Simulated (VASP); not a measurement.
# BPtF6: single point with PBE

The system is BPtF6.

```
B F Pt
1.0
     4.78843    0.00000    0.00000
    -2.39421    4.14690    0.00000
    -2.39421    1.38230    4.25800
B F Pt
1 6 1
Direct
  0.50000 0.50000 0.50000
  0.28936 0.15009 0.71813
  0.84991 0.42114 0.71813
  0.57886 0.71064 0.71813
  0.71064 0.84991 0.28187
  0.15009 0.57886 0.28187
  0.42114 0.28936 0.28187
  0.00000 0.00000 0.00000
```

| Quantity | Value |
| --- | --- |
| Program | VASP 6.6.1 |
| Task | single point |
| Functional | PBE |
| Potentials or basis | VASP PAW PBE potentials, release 64 (B, F, Pt) |
| Cutoff | 520 eV |
| k mesh | 5 × 5 × 5 |
| Occupations | fermi-dirac, width 0.0476 eV |
| Spin | no spin polarisation |
| Dipole correction | no |
| Further INCAR settings | ALGO = Normal; EDIFF = 1e-06; NBANDS = 38 |

* Pressure: 0.0 GPa
* Largest force: 0.028 eV/Å
* Band gap on the k mesh: zero (an odd number of electrons rules out a gap without spin polarisation)

Forces on the atoms (eV/Å):
```
B    0.000  0.000  0.000
F   -0.005 -0.025  0.012
F    0.024  0.008  0.012
F   -0.019  0.017  0.012
F    0.005  0.025 -0.012
F   -0.024 -0.008 -0.012
F    0.019 -0.017 -0.012
Pt   0.000  0.000  0.000
```

Levels at points of the mesh, in eV from the Fermi level:
```
           k point  band 25  band 26  band 27  band 28  band 29  band 30
(0.00, 0.00, 0.00)    -1.94    -1.94    -1.92     0.36     0.36     3.04
```

Wall time 30 s on 1 thread of Intel(R) Xeon(R) 6975P-C (Granite Rapids), on a shared host, peak memory 0.24 GiB.

Caveat: spin-orbit coupling is left out, which moves the levels of the heavy elements; an odd number of electrons without spin polarisation forces a metal; a magnetic or distorted state may lie lower.
